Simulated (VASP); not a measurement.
Set up this calculation in VASP 6.6.1, as the native input.

| Property | Result |
| --- | --- |
| Task | electric field gradients |
| Functional | PBE |
| Potentials or basis | VASP PAW PBE potentials, release 64 (Hf_pv, N) |
| Cutoff | 520 eV |
| k mesh | 10 × 10 × 10 |
| Occupations | fermi-dirac, width 0.03 eV |
| Spin | no spin polarisation |
| Dipole correction | no |
| Further INCAR settings | ALGO = Normal; EDIFF = 1e-08; NBANDS = 14 |

The structure of HfN lies in POSCAR:

```
HfN
1.0
    0.0451800000      2.2815900000      2.2815900000
    2.2815900000      0.0451800000      2.2815900000
    2.2815900000      2.2815900000      0.0451800000
Hf N
1 1
Direct
    0.0000000000      0.0000000000      0.0000000000
    0.5000000000      0.5000000000      0.5000000000
```

This cell differs from its parent crystal: equal xy, yz and zx shear strains of +2 %.

These files were run (other wordings do the same):

INCAR

```
SYSTEM = HfN
PREC = Accurate ; ENCUT = 520
EDIFF = 1E-8 ; ISMEAR = -1
SIGMA = 0.03 ; LREAL = .FALSE.
LASPH = .TRUE. ; NELM = 80
ALGO = Normal ; ISIF = 2
LWAVE = .FALSE. ; LCHARG = .FALSE.
GGA = PE ; LEFG = .TRUE.
NBANDS = 14
```

KPOINTS

```
Automatic mesh
0
G
  10 10 10
  0 0 0
```

Potentials or basis: VASP PAW PBE potentials, release 64 (Hf_pv, N).

The run is started by

```sh
$ cat potpaw_PBE.64/Hf_pv/POTCAR potpaw_PBE.64/N/POTCAR > POTCAR
$ mpirun -np 1 vasp_std > vasp.out
```

It gave:

```json
{
  "Pressure": "3.2 GPa"
}
```

Caveat: the cell differs from its parent crystal (equal xy, yz and zx shear strains of +2 %); without QUAD_EFG the Cq values of the log hold for a quadrupole moment of 1 mb, not for the nuclei.

Run time: 21 s on 1 thread of Intel Xeon 6975P-C (shared host), peak memory 0.17 GiB.
